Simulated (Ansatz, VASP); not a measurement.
# Sn in VASP and in Ansatz

INCAR

```
AGGAC = 1.0
AGGAX = 1.0
ALDAC = 0.0
ALDAX = 1.0
ALGO = Normal
EDIFF = 1E-6
ENCUT = 520
GGA = B5
ISIF = 2
ISMEAR = -1
LASPH = True
LCHARG = True
LELF = True
LREAL = False
LVHAR = True
LWAVE = False
NBANDS = 21
NELM = 80
PREC = Accurate
SIGMA = 0.05
```

Contents of KPOINTS:

```
k-points
0
Gamma
  7 7 7
```

The input POSCAR:

```
Sn
1.0
    0.0000000000      3.2547562903      3.2547562903
    3.2547562903      0.0000000000      3.2547562903
    3.2547562903      3.2547562903      0.0000000000
Sn
2
Direct
    0.7500000000      0.7500000000      0.7500000000
    0.5000000000      0.5000000000      0.5000000000
```

input.yaml

```yaml
crystal:
  lattice:
    - [0.0, 3.2547562903, 3.2547562903]
    - [3.2547562903, 0.0, 3.2547562903]
    - [3.2547562903, 3.2547562903, 0.0]
  atoms:
    - { symbol: Sn, position: [0.75, 0.75, 0.75] }
    - { symbol: Sn, position: [0.5, 0.5, 0.5] }
hamiltonian:
  xc: blyp
  pseudopotentials: { kind: paw }
kpoints:
  mp_grid: { grid: [7, 7, 7] }
scf:
  occupations: { method: fermi_dirac, width: 0.05 }
output:
  forces: true
  stress: true
  eigenvalues: true
  write_density: true
  write_potential: true
  elf: true
  volumetric_format: npy
```

Alike in both runs: task single point; functional BLYP; k mesh 7 × 7 × 7; occupations fermi-dirac, width 0.05 eV; no spin polarisation.

|  | VASP | Ansatz |
| --- | --- | --- |
| version | VASP 6.6.1 | Ansatz 0.2.0 |
| potentials or method | VASP PAW PBE potentials, release 64 (Sn_d) | Ansatz PAW |
| plane-wave cutoff (eV) | 520 | 420 |
| valence electrons in the cell | 28 | 28 |

|  | VASP | Ansatz | Ansatz less VASP |
| --- | --- | --- | --- |
| gap on the k mesh at the Fermi level (eV) | none | none | - |
| pressure (GPa) | 5.4 | 5.4 | 0.00 |

VASP's potentials were made for PBE, not for BLYP. A gap of «none» marks a metal or a gap that the smearing closes.
